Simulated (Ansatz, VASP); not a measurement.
# One calculation of Ga3O2, two programs

```
CELL_PARAMETERS angstrom
3.08040 0.00000 0.00000
-1.54020 2.66771 0.00000
0.00000 0.00000 8.92304
ATOMIC_POSITIONS crystal
Ga 0.00000 0.00000 0.00000
Ga 0.33333 0.66667 0.74294
Ga 0.66667 0.33333 0.25706
O 0.33333 0.66667 0.34130
O 0.66667 0.33333 0.65870
```

Alike in both runs: functional PBE; k mesh 6 × 6 × 4; occupations gaussian, width 0.1 eV; no spin polarisation.

Ansatz relaxed the structure, and its values are those at the end. VASP's run is a single point on that final structure, the one shown.

```csv
,VASP,Ansatz
version,VASP 6.6.1,Ansatz 0.2.0
potentials or method,"VASP PAW PBE potentials, release 64 (Ga_d, O), cutoff 520 eV","scalar-relativistic, plane waves, PAW"
valence electrons in the cell,51,51
```

VASP gave:

```
gap on the k mesh at the Fermi level (eV) : none
pressure (GPa)                            : 0.5
rms of the force components (eV/Å)        : 0.033
```

Q: Estimate Ansatz's values.

A: gap on the k mesh at the Fermi level (eV): none; pressure (GPa): 0.2; rms of the force components (eV/Å): 0.012.

A gap of «none» marks a metal or a gap that the smearing closes. With one functional, cell and mesh, what is left measures potentials, basis and numerics.

The k mesh is coarse, so the values compare programs but aren't converged.
